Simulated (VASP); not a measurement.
# AlCo in VASP: single point with PBEsol

Aim: the single point of AlCo with PBEsol.

Everything below comes from runs of VASP 6.6.1. Logs are shortened: lines on timing, memory, paths and dates and some standing lists are left out, and cuts for length are marked.

## Step 1: The cell of the first run

The cell holds a slab with vacuum, 6 atoms: a = 2.823 Å, b = 2.823 Å, c = 24.056 Å, α = 90.00°, β = 90.00°, γ = 90.00°.

## Step 2: Single point, PBEsol

INCAR reads:

```
SYSTEM = AlCo
PREC = Accurate ; ENCUT = 520
EDIFF = 1E-6 ; ISMEAR = 0
SIGMA = 0.1 ; LREAL = .False.
LASPH = .True. ; NELM = 80
ALGO = Normal ; ISIF = 2
LWAVE = .False. ; LCHARG = .False.
LDIPOL = .True. ; IDIPOL = 3
DIPOL = 0.5 0.5 0.501 ; GGA = PS
NBANDS = 27
```

KPOINTS reads:

```
Automatic mesh
0
Gamma
  10 10 1
  0 0 0
```

POSCAR reads:

```
AlCo
1.0
    2.8225855360      0.0000000000      0.0000000000
    0.0000000000      2.8225855360      0.0000000000
    0.0000000000      0.0000000000     24.0564638401
Co Al
3 3
Direct
    0.5000000000      0.5000000000      0.3533353886
    0.5000000000      0.5000000000      0.4706670777
    0.5000000000      0.5000000000      0.5914804446
    0.0000000000      0.0000000000      0.4120012332
    0.0000000000      0.0000000000      0.5294017956
    0.0000000000      0.0000000000      0.6464894743
```

Potentials or basis: VASP PAW PBE potentials, release 64 (Co, Al).

The run is started by

```
$ cat potpaw_PBE.64/Co/POTCAR potpaw_PBE.64/Al/POTCAR > POTCAR
$ mpirun -np 1 vasp_std > vasp.out
```

OUTCAR:

```text
SYSTEM = AlCo
   PREC = Accurate
   ENCUT = 520
   EDIFF = 1E-6
   ISMEAR = 0
   LREAL = .False.
   LASPH = .True.
   NELM = 80
   ISIF = 2
   GGA = PS

 ion  position               nearest neighbor table
   1  0.500  0.500  0.353-   4 2.44   4 2.44   4 2.44   4 2.44   2 2.82
   2  0.500  0.500  0.471-   4 2.44   4 2.44   4 2.44   4 2.44   5 2.45   5 2.45   5 2.45   5 2.45
                             1 2.82   3 2.91
   3  0.500  0.500  0.591-   6 2.39   6 2.39   6 2.39   6 2.39   5 2.49   5 2.49   5 2.49   5 2.49
                             2 2.91
   4  0.000  0.000  0.412-   2 2.44   2 2.44   2 2.44   2 2.44   1 2.44   1 2.44   1 2.44   1 2.44
                             5 2.82
   5  0.000  0.000  0.529-   2 2.45   2 2.45   2 2.45   2 2.45   3 2.49   3 2.49   3 2.49   3 2.49
                             6 2.82   4 2.82
   6  0.000  0.000  0.646-   3 2.39   3 2.39   3 2.39   3 2.39   5 2.82

  LATTYP: Found a simple tetragonal cell.
 ALAT       =     2.8225855360
 C/A-ratio  =     8.5228467068

  Lattice vectors:

 A1 = (   2.8225855360,   0.0000000000,   0.0000000000)
 A2 = (   0.0000000000,   2.8225855360,   0.0000000000)
 A3 = (   0.0000000000,   0.0000000000,  24.0564638401)

Analysis of symmetry for initial positions (statically):
=====================================================================
 Subroutine PRICEL returns:
 Original cell was already a primitive cell.

 Routine SETGRP: Setting up the symmetry group for a
 simple tetragonal supercell.

 Subroutine GETGRP returns: Found  8 space group operations
 (whereof  8 operations were pure point group operations)
 out of a pool of 16 trial point group operations.

The static configuration has the point symmetry C_4v.

Analysis of symmetry for dynamics (positions and initial velocities):
=====================================================================
 Subroutine PRICEL returns:
 Original cell was already a primitive cell.

 Routine SETGRP: Setting up the symmetry group for a
 simple tetragonal supercell.

 Subroutine GETGRP returns: Found  8 space group operations
 (whereof  8 operations were pure point group operations)
 out of a pool of 16 trial point group operations.

The dynamic configuration has the point symmetry C_4v.

 Subroutine INISYM returns: Found  8 space group operations
 (whereof  8 operations are pure point group operations),
 and found     1 'primitive' translations

----------------------------------------------------------------------------------------

                                     Primitive cell

  volume of cell :     191.6576

  direct lattice vectors                    reciprocal lattice vectors
     2.822585536  0.000000000  0.000000000     0.354285100  0.000000000  0.000000000
     0.000000000  2.822585536  0.000000000     0.000000000  0.354285100  0.000000000
     0.000000000  0.000000000 24.056463840     0.000000000  0.000000000  0.041568869

  length of vectors
     2.822585536  2.822585536 24.056463840     0.354285100  0.354285100  0.041568869

  position of ions in fractional coordinates (direct lattice)
     0.500000000  0.500000000  0.353335389
     0.500000000  0.500000000  0.470667078
     0.500000000  0.500000000  0.591480445
     0.000000000  0.000000000  0.412001233
     0.000000000  0.000000000  0.529401796
     0.000000000  0.000000000  0.646489474

  ion indices of the primitive-cell ions
   primitive index   ion index
                 1           1
                 2           2
                 3           3
                 4           4
                 5           5
                 6           6

----------------------------------------------------------------------------------------

 KPOINTS: Automatic mesh

Automatic generation of k-mesh.
 Grid dimensions read from file:
 generate k-points for:   10   10    1

 Generating k-lattice:

  Cartesian coordinates                     Fractional coordinates (reciprocal lattice)
     0.035428510  0.000000000  0.000000000     0.100000000  0.000000000  0.000000000
     0.000000000  0.035428510  0.000000000     0.000000000  0.100000000  0.000000000
     0.000000000  0.000000000  0.041568869     0.000000000  0.000000000  1.000000000

  Length of vectors
     0.035428510  0.035428510  0.041568869

  Shift w.r.t. Gamma in fractional coordinates (k-lattice)
     0.000000000  0.000000000  0.000000000

 Subroutine IBZKPT returns following result:
 ===========================================

 Found     21 irreducible k-points:

 Following reciprocal coordinates:
            Coordinates               Weight
  0.000000  0.000000  0.000000      1.000000
  0.100000  0.000000  0.000000      4.000000
  0.200000  0.000000  0.000000      4.000000
  0.300000  0.000000  0.000000      4.000000
  0.400000  0.000000  0.000000      4.000000
  0.500000  0.000000  0.000000      2.000000
[... 13 lines left out ...]
  0.500000  0.400000  0.000000      4.000000
  0.500000  0.500000  0.000000      1.000000
   k-points           NKPTS =     21   k-points in BZ     NKDIM =     21   number of bands    NBANDS=     27
   number of dos      NEDOS =    301   number of ions     NIONS =      6
   total plane-waves  NPLWV = 103680
   dimension x,y,z NGX =    24 NGY =   24 NGZ =  180
   dimension x,y,z NGXF=    48 NGYF=   48 NGZF=  360
   ions per type =               3   3
   NGX,Y,Z   is equivalent  to a cutoff of  14.14, 14.14, 12.44 a.u.
   NGXF,Y,Z  is equivalent  to a cutoff of  28.27, 28.27, 24.88 a.u.
 SYSTEM =  AlCo
   PREC   = accura    normal or accurate (medium, high low for compatibility)
   ISTART =      0    job   : 0-new  1-cont  2-samecut
   ICHARG =      2    charge: 1-file 2-atom 10-const
   ISPIN  =      1    spin polarized calculation?
   LNONCOLLINEAR =      F non collinear calculations
   LSORBIT =      F    spin-orbit coupling
   LASPH  =      T    aspherical Exc in radial PAW
   ENCUT  =  520.0 eV  38.22 Ry    6.18 a.u.   5.25  5.25 44.73*2*pi/ulx,y,z
   NELM   =     80;   NELMIN=  2; NELMDL= -5     # of ELM steps
   EDIFF  = 0.1E-05   stopping-criterion for ELM
   LREAL  =      F    real-space projection
   EDIFFG = 0.1E-04   stopping-criterion for IOM
   NSW    =      0    number of steps for IOM
   IBRION =     -1    ionic relax: 0-MD 1-quasi-New 2-CG
   NFREE  =      0    steps in history (QN), initial steepest desc. (CG)
   ISIF   =      2    stress and relaxation
   ISYM   =      2    0-nonsym 1-usesym 2-fastsym
   POTIM  = 0.5000    time-step for ionic-motion
   TEBEG  =    0.0;   TEEND  =   0.0 temperature during run
   PSTRESS=    0.0 pullay stress
   NELECT =      36.0000    total number of electrons
   NUPDOWN=      -1.0000    fix difference up-down
   EMIN   =  10.00;   EMAX   =-10.00  energy-range for DOS
   EFERMI =   0.00;   METHOD = LEGACY
   ISMEAR =     0;   SIGMA  =   0.10  broadening in eV -4-tet -1-fermi 0-gaus
   EFERMI_NEDOS =   21; number of points for ismear=-14 and -15
   IALGO  =     38    algorithm
   IMIX   =      4    mixing-type and parameters
     AMIX     =   0.40;   BMIX     =  1.00
     AMIX_MAG =   1.60;   BMIX_MAG =  1.00
  volume/ion in A,a.u.               =      31.94       215.56
  Fermi-wavevector in a.u.,A,eV,Ry     =   0.937563  1.771737 11.959845  0.879024
  Thomas-Fermi vector in A             =   2.064686
   LORBIT       =      0    0 simple, 1 ext, 2 COOP (PROOUT), +10 PAW based schemes
   GGA     = PS    functional components
   LHFCALC =     F    Hartree Fock is set to
   AEXX    =    0.0000 exact exchange contribution
   IVDW    =     0    specifies the selected vdW correction
   LEPSILON=     F    determine dielectric tensor
   LRPA    =     F    only Hartree local field effects (RPA)
 non-spin polarized calculation
 Gauss-broadening in eV      SIGMA  =   0.10
  energy-cutoff  :      520.00
  volume of cell :      191.66
 maximum number of plane-waves:      5216
 NGX is ok and might be reduce to    24
   NGX = 11   NGY = 11   NGZ = 89

 dipolmoment           0.000000      0.000000      0.034118 electrons x Angstroem

 number of electron      35.9999990 magnetization

 dipolmoment           0.000000      0.000000     -0.030265 electrons x Angstroem

 Free energy of the ion-electron system (eV)
  ---------------------------------------------------
  ext. energy  EPLUGINS =         0.00000000
  ---------------------------------------------------
  free energy    TOTEN  =       -35.90688224 eV

  energy without entropy =      -35.87164812  energy(sigma->0) =      -35.88926518

 E-fermi :   1.1740     XC(G=0):  -5.4139

 val. band max:        1.1598585098   @ k =   0.5000   0.2000   0.0000
 cond. band min:       1.1770851533   @ k =   0.1000   0.0000   0.0000
 fundamental gap:      0.0172266435
 Fermi energy:         1.1739899560

 k-point     1 :       0.0000    0.0000    0.0000
  band No.  band energies     occupation
      1      -9.5865      2.00000
      2      -8.3419      2.00000
      3      -6.4313      2.00000
      4      -4.2109      2.00000
      5      -2.4497      2.00000
      6      -1.8254      2.00000
[... 19 lines left out ...]
     26       7.3242      0.00000
     27       7.8229      0.00000

 k-point     2 :       0.1000    0.0000    0.0000
  band No.  band energies     occupation
      1      -9.3947      2.00000
      2      -8.1568      2.00000
      3      -6.2769      2.00000
      4      -4.0402      2.00000
      5      -2.3462      2.00000
      6      -1.8166      2.00000
[... 19 lines left out ...]
     26       6.7730      0.00000
     27       7.3249      0.00000

 k-point     3 :       0.2000    0.0000    0.0000
  band No.  band energies     occupation
      1      -8.8263      2.00000
      2      -7.6103      2.00000
      3      -5.8296      2.00000
      4      -3.5475      2.00000
      5      -2.0804      2.00000
      6      -1.8878      2.00000
[... 19 lines left out ...]
     26       6.4091      0.00000
     27       6.7363      0.00000

 k-point     4 :       0.3000    0.0000    0.0000
  band No.  band energies     occupation
      1      -7.9038      2.00000
      2      -6.7310      2.00000
      3      -5.1467      2.00000
      4      -2.8156      2.00000
      5      -2.4382      2.00000
      6      -1.9523      2.00000
[... 19 lines left out ...]
     26       6.5581      0.00000
     27       6.9251      0.00000

 k-point     5 :       0.4000    0.0000    0.0000
  band No.  band energies     occupation
      1      -6.6708      2.00000
      2      -5.5802      2.00000
      3      -4.3780      2.00000
      4      -3.6418      2.00000
      5      -2.8588      2.00000
      6      -2.1724      2.00000
[... 19 lines left out ...]
     26       6.8199      0.00000
     27       7.5121      0.00000

 k-point     6 :       0.5000    0.0000    0.0000
  band No.  band energies     occupation
      1      -5.3327      2.00000
      2      -5.0654      2.00000
      3      -4.5027      2.00000
      4      -3.9095      2.00000
      5      -3.9037      2.00000
      6      -2.2224      2.00000
[... 354 lines left out ...]
      1      -4.5108      2.00000
      2      -3.7456      2.00000
      3      -3.4679      2.00000
      4      -3.0832      2.00000
      5      -2.6618      2.00000
      6      -2.2198      2.00000
[... 19 lines left out ...]
     26       6.1977      0.00000
     27       6.5478      0.00000

 k-point    19 :       0.4000    0.4000    0.0000
  band No.  band energies     occupation
      1      -4.5354      2.00000
      2      -3.7455      2.00000
      3      -2.9659      2.00000
      4      -2.3941      2.00000
      5      -2.3593      2.00000
      6      -2.1518      2.00000
[... 19 lines left out ...]
     26       5.9798      0.00000
     27       6.0371      0.00000

 k-point    20 :       0.5000    0.4000    0.0000
  band No.  band energies     occupation
      1      -4.1160      2.00000
      2      -3.4377      2.00000
      3      -2.7007      2.00000
      4      -2.6019      2.00000
      5      -2.3358      2.00000
      6      -2.0130      2.00000
[... 19 lines left out ...]
     26       5.0914      0.00000
     27       5.6542      0.00000

 k-point    21 :       0.5000    0.5000    0.0000
  band No.  band energies     occupation
      1      -3.9479      2.00000
      2      -3.3239      2.00000
      3      -2.5371      2.00000
      4      -2.5371      2.00000
      5      -1.9751      2.00000
      6      -1.9751      2.00000
[... 19 lines left out ...]
     26       4.8493      0.00000
     27       5.5222      0.00000

------------------------ aborting loop because EDIFF is reached ----------------------------------------

 vacuum level on the upper side and lower side of the slab       (xc-potential included)        -0.498         0.220

  FORCE on cell =-STRESS in cart. coord.  units (eV):
  Direction    XX          YY          ZZ          XY          YZ          ZX
  --------------------------------------------------------------------------------------
  -------------------------------------------------------------------------------------
  Total       -3.3174598     -3.3174598     -0.5099169      0.0000000      0.0000000      0.0000000
  in kB      -27.7325774    -27.7325774     -4.2626926      0.0000000      0.0000000      0.0000000
  external PRESSURE =     -19.9092825 kB  Pullay stress =       0.0000000 kB

 VOLUME and BASIS-vectors are now :
 -----------------------------------------------------------------------------
  energy-cutoff  :      520.00
  volume of cell :      191.66
      direct lattice vectors                 reciprocal lattice vectors
     2.822585536  0.000000000  0.000000000     0.354285100  0.000000000  0.000000000
     0.000000000  2.822585536  0.000000000     0.000000000  0.354285100  0.000000000
     0.000000000  0.000000000 24.056463840     0.000000000  0.000000000  0.041568869

 POSITION                                       TOTAL-FORCE (eV/Angst)
 -----------------------------------------------------------------------------------
      1.41129      1.41129      8.50000         0.000000     -0.000000      0.622268
      1.41129      1.41129     11.32259        -0.000000      0.000000      0.252136
      1.41129      1.41129     14.22893         0.000000     -0.000000     -0.009687
      0.00000      0.00000      9.91129         0.000000      0.000000     -0.877830
      0.00000      0.00000     12.73554         0.000000      0.000000      0.008296
      0.00000      0.00000     15.55225         0.000000      0.000000      0.004817
 -----------------------------------------------------------------------------------
    total drift:                                0.000000     -0.000000      0.000771

  FREE ENERGIE OF THE ION-ELECTRON SYSTEM (eV)
  ---------------------------------------------------
  free  energy   TOTEN  =       -35.9068822423 eV

  energy  without entropy=      -35.8716481218  energy(sigma->0) =      -35.88926518

 vacuum level on the upper side and lower side of the slab         4.941         5.661
```

Run time: 8.9 min. Hardware: 1 thread of Intel Xeon 8259CL, shared host; peak memory 0.36 GiB.

What came out:

* Free energy: -35.9069 eV
* Largest force: 0.878 eV/Å
* Band gap on the k mesh: zero (band 18 reaches 1.65 eV, above the bottom of band 19 at 0.88 eV)

Forces on the atoms (eV/Å):
```
Co   0.000  0.000  0.622
Co   0.000  0.000  0.252
Co   0.000  0.000 -0.010
Al   0.000  0.000 -0.878
Al   0.000  0.000  0.008
Al   0.000  0.000  0.005
```

Levels at points of the mesh, in eV from the Fermi level:
| k point | band 14 | band 15 | band 16 | band 17 | band 18 | band 19 | band 20 | band 21 | band 22 | band 23 |
| --- | --- | --- | --- | --- | --- | --- | --- | --- | --- | --- |
| (0.00, 0.00, 0.00) | -0.91 | -0.66 | -0.38 | -0.31 | -0.29 | -0.29 | 0.07 | 1.28 | 3.20 | 3.90 |
| (0.50, 0.00, 0.00) | -1.31 | -0.95 | -0.60 | -0.48 | -0.17 | -0.09 | 0.14 | 0.20 | 0.50 | 2.74 |
| (0.50, 0.50, 0.00) | -0.35 | -0.21 | -0.12 | 0.48 | 0.48 | 0.51 | 2.52 | 2.58 | 2.70 | 2.88 |

Caveat: the PAW data sets were made with another functional, which shifts forces and pressure a little. Spin polarisation is off, so any magnetic state and its effect on volume and gap are missing.
